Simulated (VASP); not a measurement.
A run of VASP 6.6.1 is set up as follows.

INCAR

```
SYSTEM = Si2Mo
  PREC = Accurate
  ENCUT = 520
  EDIFF = 1E-6
  ISMEAR = 0
  SIGMA = 0.15
  LREAL = .FALSE.
  LASPH = .TRUE.
  NELM = 150
  ALGO = Normal
  ISIF = 2
  LWAVE = .FALSE.
  LCHARG = .FALSE.
  ISPIN = 2
  MAGMOM = 1 0 0
  LORBIT = 11
  NUPDOWN = 1.0
  LMAXMIX = 4
  GGA = PS
  NBANDS = 22
```

KPOINTS

```
Automatic mesh
0
G
  12 12 12
  0 0 0
```

File POSCAR:

```
Si2Mo
1.0
   -1.6313805159      1.6313805159      4.0075881985
    1.6313805159     -1.6313805159      4.0075881985
    1.6313805159      1.6313805159     -4.0075881985
Mo Si
1 2
Direct
    0.0000000000      0.0000000000      0.0000000000
    0.6670000000      0.6670000000      0.0000000000
    0.3330000000      0.3330000000      0.0000000000
```

Potentials or basis: VASP PAW PBE potentials, release 64 (Mo_sv, Si).

Command:

```sh
$ cat potpaw_PBE.64/Mo_sv/POTCAR potpaw_PBE.64/Si/POTCAR > POTCAR
$ mpirun -np 1 vasp_std > vasp.out
```

Problem. What does it give for the largest force?

Solution. 0.016 eV/Å.

Problem. Predict the pressure.

Solution. -8.5 GPa.

Stress tensor (GPa, compression positive):
```
-9.89  0.00  0.00
 0.00 -9.89  0.00
 0.00  0.00 -5.80
```

Caveat: the cell stands under tension; the PAW data sets were made with another functional, which shifts forces and pressure a little; the total moment is fixed, so each spin has its own Fermi level.
